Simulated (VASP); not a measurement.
# Ni3RuN3 (P-62m) in VASP: single point with PBE

Aim: the single point of Ni3RuN3 with PBE.

Everything below comes from runs of VASP 6.6.1. Logs are shortened: lines on timing, memory, paths and dates and some standing lists are left out, and cuts for length are marked.

## 1. The cell of the first run

The structure is hexagonal, space group P-62m (No. 189). The conventional cell has a = 5.777 Å, b = 5.777 Å, c = 3.663 Å, α = 90.00°, β = 90.00°, γ = 120.00°. Ni (site symmetry m2m) has 2 N at 1.72 Å within 2.3 Å. Within 2.5 Å of Ru (site symmetry -62m) lie 2 N at 1.83 Å and 3 Ni at 2.45 Å. Within 2.3 Å of N (site symmetry -6) lie 3 Ni at 1.72 Å. Within 2.4 Å of N (site symmetry -62m) lie 2 Ru at 1.83 Å.

The cell was generated, and may not be a known phase.

## 2. Single point, PBE, collinear spin, ferromagnetic start

The input, INCAR:

```
ALGO = Normal ; EDIFF = 1E-6
ENCUT = 520 ; GGA = PE
ISIF = 2 ; ISMEAR = 0
ISPIN = 2 ; LASPH = True
LCHARG = False ; LMAXMIX = 4
LORBIT = 11 ; LREAL = False
LWAVE = False ; MAGMOM = 2 2 2 1 0 0 0
NBANDS = 42 ; NELM = 150
PREC = Accurate ; SIGMA = 0.15
```

The input, KPOINTS:

```
k-points
0
Gamma
  3 3 3
```

The input, POSCAR:

```
Ni3RuN3
1.0
    5.7772923309     -0.0000000034      0.0000000000
   -2.8886461625      5.0032819254      0.0000000000
    0.0000000000      0.0000000000      3.6630177782
Ni Ru N
3 1 3
Direct
    0.4237544865      0.0000000000      0.5000000000
    0.0000000000      0.4237544865      0.5000000000
    0.5762455135      0.5762455135      0.5000000000
    0.0000000000      0.0000000000      0.5000000000
    0.3333333333      0.6666666667      0.5000000000
    0.6666666667      0.3333333333      0.5000000000
    0.0000000000      0.0000000000      0.0000000000
```

Potentials or basis: VASP PAW PBE potentials, release 64 (Ni, Ru_pv, N).

The run is started by

```console
$ cat potpaw_PBE.64/Ni/POTCAR potpaw_PBE.64/Ru_pv/POTCAR potpaw_PBE.64/N/POTCAR > POTCAR
$ mpirun -np 1 vasp_std > vasp.out
```

OUTCAR:

```text
EDIFF = 1E-6
   ENCUT = 520
   GGA = PE
   ISIF = 2
   ISMEAR = 0
   ISPIN = 2
   LASPH = True
   LORBIT = 11
   LREAL = False
   NELM = 150
   PREC = Accurate

 ion  position               nearest neighbor table
   1  0.424  0.000  0.500-   5 1.72   6 1.72   4 2.45   3 2.99   2 2.99   3 2.99   2 2.99
   2  0.000  0.424  0.500-   6 1.72   5 1.72   4 2.45   3 2.99   3 2.99   1 2.99   1 2.99
   3  0.576  0.576  0.500-   5 1.72   6 1.72   4 2.45   2 2.99   2 2.99   1 2.99   1 2.99
   4  0.000  0.000  0.500-   7 1.83   7 1.83   1 2.45   2 2.45   3 2.45
   5  0.333  0.667  0.500-   1 1.72   2 1.72   3 1.72
   6  0.667  0.333  0.500-   2 1.72   1 1.72   3 1.72
   7  0.000  0.000  0.000-   4 1.83   4 1.83

  LATTYP: Found a hexagonal cell.
 ALAT       =     5.7772923309
 C/A-ratio  =     0.6340371178

  Lattice vectors:

 A1 = (   5.7772923309,  -0.0000000034,   0.0000000000)
 A2 = (  -2.8886461625,   5.0032819254,   0.0000000000)
 A3 = (   0.0000000000,   0.0000000000,   3.6630177782)

Analysis of symmetry for initial positions (statically):
=====================================================================
 Subroutine PRICEL returns:
 Original cell was already a primitive cell.

 Routine SETGRP: Setting up the symmetry group for a
 hexagonal supercell.

 Subroutine GETGRP returns: Found 12 space group operations
 (whereof 12 operations were pure point group operations)
 out of a pool of 24 trial point group operations.

The static configuration has the point symmetry D_3h.

Analysis of symmetry for dynamics (positions and initial velocities):
=====================================================================
 Subroutine PRICEL returns:
 Original cell was already a primitive cell.

 Routine SETGRP: Setting up the symmetry group for a
 hexagonal supercell.

 Subroutine GETGRP returns: Found 12 space group operations
 (whereof 12 operations were pure point group operations)
 out of a pool of 24 trial point group operations.

The dynamic configuration has the point symmetry D_3h.

Analysis of structural, dynamic, and magnetic symmetry:
=====================================================================
 Subroutine PRICEL returns:
 Original cell was already a primitive cell.

 Routine SETGRP: Setting up the symmetry group for a
 hexagonal supercell.

 Subroutine GETGRP returns: Found 12 space group operations
 (whereof 12 operations were pure point group operations)
 out of a pool of 24 trial point group operations.

The overall configuration has the point symmetry D_3h.

 Subroutine INISYM returns: Found 12 space group operations
 (whereof 12 operations are pure point group operations),
 and found     1 'primitive' translations

----------------------------------------------------------------------------------------

                                     Primitive cell

  volume of cell :     105.8811

  direct lattice vectors                    reciprocal lattice vectors
     5.777292331 -0.000000003  0.000000000     0.173091466  0.099934404  0.000000000
    -2.888646163  5.003281925  0.000000000     0.000000000  0.199868809  0.000000000
     0.000000000  0.000000000  3.663017778     0.000000000  0.000000000  0.272998948

  length of vectors
     5.777292331  5.777292331  3.663017778     0.199868809  0.199868809  0.272998948

  position of ions in fractional coordinates (direct lattice)
     0.423754487  0.000000000  0.500000000
     1.000000000  0.423754487  0.500000000
     0.576245513  0.576245513  0.500000000
     0.000000000  0.000000000  0.500000000
     0.333333333  0.666666667  0.500000000
     0.666666667  0.333333333  0.500000000
     0.000000000  0.000000000  0.000000000

  ion indices of the primitive-cell ions
   primitive index   ion index
                 1           1
                 2           2
                 3           3
                 4           4
                 5           5
                 6           6
                 7           7
[... 23 lines left out ...]
 ===========================================

 Found      6 irreducible k-points:

 Following reciprocal coordinates:
            Coordinates               Weight
  0.000000  0.000000  0.000000      1.000000
  0.333333  0.000000  0.000000      6.000000
  0.333333  0.333333  0.000000      2.000000
  0.000000  0.000000  0.333333      2.000000
  0.333333  0.000000  0.333333     12.000000
  0.333333  0.333333  0.333333      4.000000
   k-points           NKPTS =      6   k-points in BZ     NKDIM =      6   number of bands    NBANDS=     42
   number of dos      NEDOS =    301   number of ions     NIONS =      7
   total plane-waves  NPLWV =  64512
   dimension x,y,z NGX =    48 NGY =   48 NGZ =   28
   dimension x,y,z NGXF=    96 NGYF=   96 NGZF=   56
   ions per type =               3   1   3
   NGX,Y,Z   is equivalent  to a cutoff of  13.81, 13.81, 12.71 a.u.
   NGXF,Y,Z  is equivalent  to a cutoff of  27.62, 27.62, 25.42 a.u.
 SYSTEM =  unknown system
   PREC   = accura    normal or accurate (medium, high low for compatibility)
   ISTART =      0    job   : 0-new  1-cont  2-samecut
   ICHARG =      2    charge: 1-file 2-atom 10-const
   ISPIN  =      2    spin polarized calculation?
   LNONCOLLINEAR =      F non collinear calculations
   LSORBIT =      F    spin-orbit coupling
   LASPH  =      T    aspherical Exc in radial PAW
   ENCUT  =  520.0 eV  38.22 Ry    6.18 a.u.  10.74 10.74  6.81*2*pi/ulx,y,z
   NELM   =    150;   NELMIN=  2; NELMDL= -5     # of ELM steps
   EDIFF  = 0.1E-05   stopping-criterion for ELM
   LREAL  =      F    real-space projection
[... 7 lines left out ...]
   TEBEG  =    0.0;   TEEND  =   0.0 temperature during run
   PSTRESS=    0.0 pullay stress
   NELECT =      59.0000    total number of electrons
   NUPDOWN=      -1.0000    fix difference up-down
   EMIN   =  10.00;   EMAX   =-10.00  energy-range for DOS
   EFERMI =   0.00;   METHOD = LEGACY
   ISMEAR =     0;   SIGMA  =   0.15  broadening in eV -4-tet -1-fermi 0-gaus
   EFERMI_NEDOS =   21; number of points for ismear=-14 and -15
   IALGO  =     38    algorithm
   IMIX   =      4    mixing-type and parameters
     AMIX     =   0.40;   BMIX     =  1.00
     AMIX_MAG =   1.60;   BMIX_MAG =  1.00
  volume/ion in A,a.u.               =      15.13       102.07
  Fermi-wavevector in a.u.,A,eV,Ry     =   1.347161  2.545764 24.692422  1.814842
  Thomas-Fermi vector in A             =   2.474934
   LORBIT       =     11    0 simple, 1 ext, 2 COOP (PROOUT), +10 PAW based schemes
   GGA     = PE    functional components
   LHFCALC =     F    Hartree Fock is set to
   AEXX    =    0.0000 exact exchange contribution
   IVDW    =     0    specifies the selected vdW correction
   LEPSILON=     F    determine dielectric tensor
   LRPA    =     F    only Hartree local field effects (RPA)
 spin polarized calculation
 Gauss-broadening in eV      SIGMA  =   0.15
  energy-cutoff  :      520.00
  volume of cell :      105.88
 maximum number of plane-waves:      2881
 NGX is ok and might be reduce to    48
   NGX = 21   NGY = 21   NGZ = 13

 number of electron      58.9999994 magnetization       0.0030662

 number of electron      58.9999994 magnetization      -0.0008004

 Free energy of the ion-electron system (eV)
  ---------------------------------------------------
  ext. energy  EPLUGINS =         0.00000000
  ---------------------------------------------------
  free energy    TOTEN  =       -45.80323013 eV

  energy without entropy =      -45.75327896  energy(sigma->0) =      -45.77825454

 E-fermi :   3.9276     XC(G=0): -10.0907

 val. band max:        3.8359733500   @ k =   0.3333   0.3333   0.3333
 cond. band min:       3.9791326266   @ k =   0.3333   0.3333   0.3333
 fundamental gap:      0.1431592766
 Fermi energy:         3.9276076117

 spin component 1

 k-point     1 :       0.0000    0.0000    0.0000
  band No.  band energies     occupation
      1     -39.6063      1.00000
      2     -39.0590      1.00000
      3     -39.0590      1.00000
      4     -11.6777      1.00000
      5     -10.7869      1.00000
      6     -10.3965      1.00000
[... 253 lines left out ...]
     40      10.6612      0.00000
     41      13.3326      0.00000
 Fermi energy:         3.9276076117

 spin component 2

 k-point     1 :       0.0000    0.0000    0.0000
  band No.  band energies     occupation
      1     -39.6064      1.00000
      2     -39.0591      1.00000
      3     -39.0591      1.00000
      4     -11.6779      1.00000
      5     -10.7868      1.00000
      6     -10.3966      1.00000
[... 253 lines left out ...]
     40      10.6610      0.00000
     41      13.2950      0.00000
 [bands above 41 left out]

------------------------ aborting loop because EDIFF is reached ----------------------------------------

  FORCE on cell =-STRESS in cart. coord.  units (eV):
  Direction    XX          YY          ZZ          XY          YZ          ZX
  --------------------------------------------------------------------------------------
  -------------------------------------------------------------------------------------
  Total        0.2408929      0.2408929     -0.2552545      0.0000000      0.0000000      0.0000000
  in kB        3.6451570      3.6451570     -3.8624748      0.0000000      0.0000000      0.0000000
  external PRESSURE =       1.1426131 kB  Pullay stress =       0.0000000 kB

 VOLUME and BASIS-vectors are now :
 -----------------------------------------------------------------------------
  energy-cutoff  :      520.00
  volume of cell :      105.88
      direct lattice vectors                 reciprocal lattice vectors
     5.777292331 -0.000000003  0.000000000     0.173091466  0.099934404  0.000000000
    -2.888646163  5.003281925  0.000000000     0.000000000  0.199868809  0.000000000
     0.000000000  0.000000000  3.663017778     0.000000000  0.000000000  0.272998948

 POSITION                                       TOTAL-FORCE (eV/Angst)
 -----------------------------------------------------------------------------------
      2.44815     -0.00000      1.83151        -0.008821      0.000000     -0.000000
     -1.22408      2.12016      1.83151         0.004410     -0.007639      0.000000
      1.66457      2.88312      1.83151         0.004410      0.007639     -0.000000
      0.00000      0.00000      1.83151        -0.000000     -0.000000      0.000000
      0.00000      3.33552      1.83151        -0.000000     -0.000000      0.000000
      2.88865      1.66776      1.83151        -0.000000      0.000000      0.000000
      0.00000      0.00000      0.00000        -0.000000     -0.000000      0.000000
 -----------------------------------------------------------------------------------
    total drift:                                0.000004      0.000006      0.000001

  FREE ENERGIE OF THE ION-ELECTRON SYSTEM (eV)
  ---------------------------------------------------
  free  energy   TOTEN  =       -45.8032301275 eV

  energy  without entropy=      -45.7532789559  energy(sigma->0) =      -45.77825454

 total charge

# of ion       s       p       d       tot
------------------------------------------
    1        0.513   0.612   8.388   9.514
    2        0.513   0.612   8.388   9.514
    3        0.513   0.612   8.388   9.514
    4        0.393   6.356   5.995  12.744
    5        1.280   2.428   0.000   3.708
    6        1.280   2.428   0.000   3.708
    7        1.303   2.344   0.000   3.647
--------------------------------------------------
tot          5.795  15.394  31.159  52.349

 magnetization (x)

# of ion       s       p       d       tot
------------------------------------------
    1       -0.000  -0.000  -0.000  -0.000
    2       -0.000  -0.000  -0.000  -0.000
    3       -0.000  -0.000  -0.000  -0.000
    4        0.000  -0.000  -0.000  -0.000
    5       -0.000  -0.000   0.000  -0.000
    6       -0.000  -0.000   0.000  -0.000
    7        0.000   0.000   0.000   0.000
--------------------------------------------------
tot         -0.000  -0.000  -0.000  -0.000
```

Run time: 1.9 min. Hardware: 1 thread of Intel Xeon Platinum 8259CL at 2.50GHz (Skylake/Cascade Lake), shared host; peak memory 0.3 GiB.

What came out:

```
Free energy                                           : -45.8032 eV
Pressure                                              : 0.1 GPa
Largest force                                         : 0.009 eV/Å
Net moment                                            : 0.00 μB per cell
Valence electrons inside the program's atomic spheres : Ni 9.51; Ru 12.74; N 3.71, 3.65 (each value once)
```

Forces on the atoms (eV/Å):
```
Ni  -0.009  0.000  0.000
Ni   0.004 -0.008  0.000
Ni   0.004  0.008  0.000
Ru   0.000  0.000  0.000
N    0.000  0.000  0.000
N    0.000  0.000  0.000
N    0.000  0.000  0.000
```

Caveat: the k points lie up to 0.57 Å⁻¹ apart; the moments typed at the start vanished in this run.
